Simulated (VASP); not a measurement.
# GaP (I-4m2) in VASP: single point with r2SCAN

Aim: the single point of GaP with r2SCAN.

Program: VASP 6.6.1. These are calculated values, not measurements. Logs are shortened: lines on timing, memory, paths and dates and some standing lists are left out, and cuts for length are marked.

### 1 The cell of the first run

It takes space group I-4m2 (No. 119, tetragonal). The conventional cell has a = 3.854 Å, b = 3.854 Å, c = 5.587 Å, α = 90.00°, β = 90.00°, γ = 90.00°. Within 3.1 Å of Ga (site symmetry -4m2) lie 4 P at 2.38 Å. Within 3.1 Å of P (site symmetry -4m2) lie 4 Ga at 2.38 Å.

### 2 Single point, r2SCAN (strain +0.0250 x Voigt [0, 0, 1, 0, 0, 0])

POSCAR reads:

```
GaP
1.0
    0.0000000000      2.7252500000      2.7933812500
    2.7252500000      0.0000000000      2.7933812500
    2.7252500000      2.7252500000      0.0000000000
Ga P
1 1
Direct
    0.0000000000      0.0000000000      0.0000000000
    0.7500000000      0.7500000000      0.7500000000
```

INCAR.step1 reads:

```
PREC = Accurate ; ENCUT = 520
ISMEAR = 0 ; SIGMA = 0.05
LREAL = False ; LASPH = True
NELM = 100 ; NBANDS = 16
GGA = PE ; ALGO = Normal
EDIFF = 1E-4 ; LWAVE = True
LCHARG = False
```

INCAR.step2 reads:

```
PREC = Accurate ; ENCUT = 520
EDIFF = 1E-7 ; ISMEAR = 0
SIGMA = 0.05 ; LREAL = False
LASPH = True ; NELM = 100
ALGO = Normal ; ISIF = 2
LWAVE = False ; LCHARG = True
METAGGA = R2SCAN ; LMIXTAU = True
LELF = True ; LVHAR = True
NBANDS = 16 ; ISTART = 1
```

KPOINTS reads:

```
regular mesh
0
Gamma
  8 8 8
```

Potentials or basis: VASP PAW PBE potentials, release 64 (Ga_d, P).

On the command line:

```bash
$ cat potpaw_PBE.64/Ga_d/POTCAR potpaw_PBE.64/P/POTCAR > POTCAR
$ cp INCAR.step1 INCAR
$ mpirun -np 1 vasp_std > vasp.out
$ cp INCAR.step2 INCAR
$ mpirun -np 1 vasp_std > vasp.out
```

OUTCAR:

```text
PREC = Accurate
   ENCUT = 520
   EDIFF = 1E-7
   ISMEAR = 0
   LREAL = False
   LASPH = True
   NELM = 100
   ISIF = 2
   METAGGA = R2SCAN
   ISTART = 1

 ion  position               nearest neighbor table
   1  0.000  0.000  0.000-   2 2.38   2 2.38   2 2.38   2 2.38
   2  0.750  0.750  0.750-   1 2.38   1 2.38   1 2.38   1 2.38

  LATTYP: Found a body centered tetragonal cell.
 ALAT       =     3.8540855109
 C/A-ratio  =     1.4495689014

  Lattice vectors:

 A1 = (  -2.7252500000,   0.0000000000,   2.7933812500)
 A2 = (   2.7252500000,   0.0000000000,   2.7933812500)
 A3 = (   0.0000000000,   2.7252500000,  -2.7933812500)

Analysis of symmetry for initial positions (statically):
=====================================================================
 Subroutine PRICEL returns:
 Original cell was already a primitive cell.

 Routine SETGRP: Setting up the symmetry group for a
 body centered tetragonal supercell.

 Subroutine GETGRP returns: Found  8 space group operations
 (whereof  8 operations were pure point group operations)
 out of a pool of 16 trial point group operations.

The static configuration has the point symmetry D_2d.

Analysis of symmetry for dynamics (positions and initial velocities):
=====================================================================
 Subroutine PRICEL returns:
 Original cell was already a primitive cell.

 Routine SETGRP: Setting up the symmetry group for a
 body centered tetragonal supercell.

 Subroutine GETGRP returns: Found  8 space group operations
 (whereof  8 operations were pure point group operations)
 out of a pool of 16 trial point group operations.

The dynamic configuration has the point symmetry D_2d.

 Subroutine INISYM returns: Found  8 space group operations
 (whereof  8 operations are pure point group operations),
 and found     1 'primitive' translations

----------------------------------------------------------------------------------------

                                     Primitive cell

  volume of cell :      41.4928

  direct lattice vectors                    reciprocal lattice vectors
     0.000000000  2.725250000  2.793381250    -0.183469406  0.183469406  0.178994543
     2.725250000  0.000000000  2.793381250     0.183469406 -0.183469406  0.178994543
     2.725250000  2.725250000  0.000000000     0.183469406  0.183469406 -0.178994543

  length of vectors
     3.902558952  3.902558952  3.854085511     0.315215946  0.315215946  0.315215946
[... 75 lines left out ...]
   ISPIN  =      1    spin polarized calculation?
   LNONCOLLINEAR =      F non collinear calculations
   LSORBIT =      F    spin-orbit coupling
   LASPH  =      T    aspherical Exc in radial PAW
   ENCUT  =  520.0 eV  38.22 Ry    6.18 a.u.   7.26  7.26  7.17*2*pi/ulx,y,z
   NELM   =    100;   NELMIN=  2; NELMDL=  0     # of ELM steps
   EDIFF  = 0.1E-06   stopping-criterion for ELM
   LREAL  =      F    real-space projection
   EDIFFG = 0.1E-05   stopping-criterion for IOM
   NSW    =      0    number of steps for IOM
   IBRION =     -1    ionic relax: 0-MD 1-quasi-New 2-CG
   NFREE  =      0    steps in history (QN), initial steepest desc. (CG)
   ISIF   =      2    stress and relaxation
   ISYM   =      2    0-nonsym 1-usesym 2-fastsym
   POTIM  = 0.5000    time-step for ionic-motion
   TEBEG  =    0.0;   TEEND  =   0.0 temperature during run
   PSTRESS=    0.0 pullay stress
   NELECT =      18.0000    total number of electrons
   NUPDOWN=      -1.0000    fix difference up-down
   EMIN   =  10.00;   EMAX   =-10.00  energy-range for DOS
   EFERMI =   0.00;   METHOD = LEGACY
   ISMEAR =     0;   SIGMA  =   0.05  broadening in eV -4-tet -1-fermi 0-gaus
   EFERMI_NEDOS =   21; number of points for ismear=-14 and -15
   IALGO  =     38    algorithm
   IMIX   =      4    mixing-type and parameters
     AMIX     =   0.40;   BMIX     =  1.00
     AMIX_MAG =   1.60;   BMIX_MAG =  1.00
  volume/ion in A,a.u.               =      20.75       140.00
  Fermi-wavevector in a.u.,A,eV,Ry     =   1.239295  2.341928 20.896536  1.535852
  Thomas-Fermi vector in A             =   2.373784
   LORBIT       =      0    0 simple, 1 ext, 2 COOP (PROOUT), +10 PAW based schemes
   METAGGA = R2SCAN    functional components
   LHFCALC =     F    Hartree Fock is set to
   AEXX    =    0.0000 exact exchange contribution
   IVDW    =     0    specifies the selected vdW correction
   LEPSILON=     F    determine dielectric tensor
   LRPA    =     F    only Hartree local field effects (RPA)
 non-spin polarized calculation
 Gauss-broadening in eV      SIGMA  =   0.05
  energy-cutoff  :      520.00
  volume of cell :       41.49
 maximum number of plane-waves:      1134
 NGX is ok and might be reduce to    30
   NGX = 15   NGY = 15   NGZ = 15

 number of electron      17.9999997 magnetization

 Free energy of the ion-electron system (eV)
  ---------------------------------------------------
  ext. energy  EPLUGINS =         0.00000000
  ---------------------------------------------------
  free energy    TOTEN  =       -21.45188727 eV

  energy without entropy =      -21.45188727  energy(sigma->0) =      -21.45188727

 E-fermi :   4.5624     XC(G=0): -10.4293

 val. band max:        4.2617076833   @ k =   0.0000   0.0000   0.0000
 cond. band min:       6.0741904552   @ k =   0.3750   0.0000   0.3750
 fundamental gap:      1.8124827719
 Fermi energy:         4.5624166544

 k-point     1 :       0.0000    0.0000    0.0000
  band No.  band energies     occupation
      1     -10.7447      2.00000
      2     -10.7372      2.00000
      3     -10.7371      2.00000
      4     -10.6362      2.00000
      5     -10.6322      2.00000
      6      -8.6195      2.00000
[... 433 lines left out ...]
      3     -10.7111      2.00000
      4     -10.6417      2.00000
      5     -10.6232      2.00000
      6      -7.1278      2.00000
[... 8 lines left out ...]
     15      15.4950      0.00000
     16      15.7884      0.00000

 [... further k-points ...]
[... 5 lines left out ...]
  --------------------------------------------------------------------------------------
  -------------------------------------------------------------------------------------
  Total       -0.3614006     -0.3614006     -0.9065624      0.0000000      0.0000000      0.0000000
  in kB      -13.9548931    -13.9548931    -35.0054263      0.0000000      0.0000000      0.0000000
  external PRESSURE =     -20.9717375 kB  Pullay stress =       0.0000000 kB

 VOLUME and BASIS-vectors are now :
 -----------------------------------------------------------------------------
  energy-cutoff  :      520.00
  volume of cell :       41.49
      direct lattice vectors                 reciprocal lattice vectors
     0.000000000  2.725250000  2.793381250    -0.183469406  0.183469406  0.178994543
     2.725250000  0.000000000  2.793381250     0.183469406 -0.183469406  0.178994543
     2.725250000  2.725250000  0.000000000     0.183469406  0.183469406 -0.178994543

 POSITION                                       TOTAL-FORCE (eV/Angst)
 -----------------------------------------------------------------------------------
      0.00000      0.00000      0.00000         0.000000      0.000000      0.000000
      4.08788      4.08788      4.19007        -0.000000     -0.000000     -0.000000
 -----------------------------------------------------------------------------------
    total drift:                               -0.000013     -0.000013      0.000005

  FREE ENERGIE OF THE ION-ELECTRON SYSTEM (eV)
  ---------------------------------------------------
  free  energy   TOTEN  =       -21.4518872738 eV

  energy  without entropy=      -21.4518872738  energy(sigma->0) =      -21.45188727
```

OSZICAR.step1:

```text
N       E                     dE             d eps       ncg     rms          rms(c)
DAV:   1     0.800461035885E+02    0.80046E+02   -0.90061E+03  1976   0.161E+03
DAV:   2    -0.313257571788E+01   -0.83179E+02   -0.78774E+02  2160   0.310E+02
DAV:   3    -0.928461735119E+01   -0.61520E+01   -0.61297E+01  2448   0.653E+01
DAV:   4    -0.938233221280E+01   -0.97715E-01   -0.97692E-01  2344   0.882E+00
DAV:   5    -0.938396428318E+01   -0.16321E-02   -0.16320E-02  2472   0.995E-01    0.413E+00
DAV:   6    -0.914563904514E+01    0.23833E+00   -0.37843E-01  2944   0.102E+01    0.272E+00
DAV:   7    -0.912041854927E+01    0.25220E-01   -0.90713E-02  2504   0.198E+00    0.110E+00
DAV:   8    -0.912073365538E+01   -0.31511E-03   -0.12933E-02  2280   0.136E+00    0.178E-01
DAV:   9    -0.912113669459E+01   -0.40304E-03   -0.13012E-03  2456   0.502E-01    0.818E-02
DAV:  10    -0.912120971581E+01   -0.73021E-04   -0.87763E-05  1976   0.110E-01
   1 F= -.91212097E+01 E0= -.91212097E+01  d E =-.325801E-17
```

It took 2.5 min on 1 thread of Intel Xeon Platinum 8375C at 2.90GHz (Ice Lake), shared host; peak memory 0.19 GiB.

Results:

```yaml
Free_energy: -21.4519 eV
Pressure: -2.1 GPa
Band_gap_on_the_k_mesh: 1.81 eV, indirect (least direct gap 2.07 eV)
```

Caveat: the cell differs from its parent crystal (strain +0.0250 x Voigt [0, 0, 1, 0, 0, 0]); the PAW data sets were made with another functional, which shifts forces and pressure a little. A k mesh can miss the band edges.
